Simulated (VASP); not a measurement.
**C: single point with LDA**

C:

```
C
1.0
     0.01783    1.79232    1.79232
     1.79232    0.01783    1.79232
     1.79232    1.79232    0.01783
C
2
Direct
  0.50000 0.50000 0.50000
  0.75000 0.75000 0.75000
```

This cell differs from its parent crystal: equal xy, yz and zx shear strains of +1 %.

- Program: VASP 6.6.1
- Task: single point
- Functional: LDA
- Potentials or basis: VASP PAW LDA potentials, release 64 (C)
- Cutoff: 600 eV
- k mesh: 16 × 16 × 16
- Occupations: fermi-dirac, width 0.03 eV
- Spin: no spin polarisation

```json
{"Pressure": "-12.2 GPa", "Largest force": "0.035 eV/Å", "Band gap on the k mesh": "4.09 eV (least direct gap 5.22 eV)"}
```

Forces on the atoms (eV/Å):
```
C    0.020  0.020  0.020
C   -0.020 -0.020 -0.020
```

Stress tensor (GPa, compression positive):
```
-12.23  -5.53  -5.53
 -5.53 -12.23  -5.53
 -5.53  -5.53 -12.23
```

Levels at points of the mesh, in eV from the valence-band top:
```
           k point  band 1  band 2  band 3  band 4  band 5  band 6  band 7  band 8
(0.00, 0.00, 0.00)  -21.32   -0.01    0.00    0.00    5.22    5.69    5.69   13.57
(0.50, 0.00, 0.00)  -15.41  -13.37   -2.86   -2.81    8.13    8.51    8.95   15.39
(0.50, 0.50, 0.00)  -12.67  -12.56   -6.39   -6.19    4.51    4.90   16.60   16.61
(0.50, 0.50, 0.50)  -15.69  -13.35   -2.66   -2.66    8.47    8.47    9.35   15.42
```

It took 30 s on 1 thread of Intel(R) Xeon(R) Platinum 8259CL CPU @ 2.50GHz (Skylake/Cascade Lake), on a shared host, peak memory 0.15 GiB.

Caveat: the cell differs from its parent crystal (equal xy, yz and zx shear strains of +1 %); the cell stands under tension. A k mesh can miss the band edges.
